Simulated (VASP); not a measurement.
Runs of VASP 6.6.1 on HfB2. The structure is that of space group P6/mmm (No. 191), or close to it. The cells are those of the table. 

```tsv
task	level	cell	cutoff (eV)	gap on the mesh (eV)	pressure (GPa)	relaxed volume (Å³/atom)
relaxation of cell and atoms	r2SCAN+D4	relaxed from a = 3.140, b = 3.140, c = 3.480 Å, angles 90.0, 90.0, 120.0°, 3 atoms	600	none	0.0	(b)
single point	r2SCAN+D4	a = 3.130, b = 3.130, c = 3.465 Å, angles 90.0, 90.0, 120.0°, 3 atoms	520	none	(a)	-
relaxation of cell and atoms	PBE+D3(BJ)	relaxed from a = 3.140, b = 3.140, c = 3.480 Å, angles 90.0, 90.0, 120.0°, 3 atoms	600	none	0.1	9.71
relaxation of cell and atoms	PBEsol	relaxed from a = 3.140, b = 3.140, c = 3.480 Å, angles 90.0, 90.0, 120.0°, 3 atoms	600	none	0.0	9.73
relaxation of cell and atoms	revPBE+D3(BJ)	relaxed from a = 3.140, b = 3.140, c = 3.480 Å, angles 90.0, 90.0, 120.0°, 3 atoms	600	none	0.0	9.62
```

Alike in all rows: potentials or basis VASP PAW PBE potentials, release 64 (Hf_pv, B); no spin polarisation; k mesh 12 × 12 × 10; smearing fermi-dirac 0.1 eV.

Question: Estimate the missing entries.

Answer: (a) -0.6; (b) 9.78.

Caveats: spin-orbit coupling is left out, which moves the levels of the heavy elements; the PAW data sets were made with another functional, which shifts forces and pressure a little (at least some runs).

A k mesh can miss the band edges, and the runs leave out spin-orbit coupling on Hf.

A gap of «none» marks levels without a gap at the run's occupations.
